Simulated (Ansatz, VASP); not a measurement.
## Ti: VASP beside Ansatz

INCAR

```
SYSTEM = Ti
AGGAC = 1.0
AGGAX = 1.0
ALDAC = 0.0
ALDAX = 1.0
ALGO = Normal
EDIFF = 1E-6
EDIFFG = -0.01
ENCUT = 600
GGA = B5
IBRION = 2
ISIF = 3
ISMEAR = -1
IVDW = 12
LASPH = .TRUE.
LCHARG = .FALSE.
LREAL = .FALSE.
LWAVE = .FALSE.
NELM = 80
NSW = 60
PREC = Accurate
SIGMA = 0.05
VDW_A1 = 0.4298
VDW_A2 = 4.2359
VDW_S6 = 1.0
VDW_S8 = 2.6996
```

KPOINTS

```
k-points
0
G
  11 11 11
  0 0 0
```

POSCAR

```
Ti
1.0
    0.0000000000      2.0300000000      2.0300000000
    2.0300000000      0.0000000000      2.0300000000
    2.0300000000      2.0300000000      0.0000000000
Ti
1
Direct
    0.0000000000      0.0000000000      0.0000000000
```

Contents of input.yaml:

```yaml
crystal:
  lattice:
    - [0.0, 2.03, 2.03]
    - [2.03, 0.0, 2.03]
    - [2.03, 2.03, 0.0]
  atoms:
    - { symbol: Ti, position: [0.0, 0.0, 0.0] }
hamiltonian:
  xc: blyp
  pseudopotentials: { kind: paw }
  dispersion: d3bj
kpoints:
  mp_grid: { grid: [11, 11, 11] }
scf:
  occupations: { method: fermi_dirac, width: 0.05 }
output:
  forces: true
  stress: true
  eigenvalues: true
  write_density: true
  write_potential: true
  elf: true
  volumetric_format: npy
relax:
  f_tol: 0.01
  max_steps: 40
  cell: { stress_tol: 0.05 }
```

Alike in both runs: task relaxation of cell and atoms; functional BLYP; dispersion D3(BJ); k mesh 11 × 11 × 11; occupations fermi-dirac, width 0.05 eV; no spin polarisation.

|  | VASP | Ansatz |
| --- | --- | --- |
| version | VASP 6.6.1 | Ansatz 0.2.0 |
| potentials or method | VASP PAW PBE potentials, release 64 (Ti_sv) | Ansatz PAW |
| plane-wave cutoff (eV) | 600 | 420 |
| valence electrons in the cell | 12 | 12 |

Ansatz gave:

```
gap on the k mesh at the Fermi level, each at its own relaxed structure (eV) : none
relaxed volume (Å³/atom)                                                     : 15.52
relaxed cell length with the largest relative difference (Å)                 : 2.800
```

Task: Estimate VASP's values.

Result: gap on the k mesh at the Fermi level, each at its own relaxed structure (eV): none; relaxed volume (Å³/atom): 15.49; relaxed cell length with the largest relative difference (Å): 2.798.

VASP's potentials were made for PBE, not for BLYP. A gap of «none» marks a metal or a gap that the smearing closes.

Noted on Ansatz's run: the plane-wave basis is chosen anew once the cell has moved, so the energies of steps on either side of that aren't comparable.
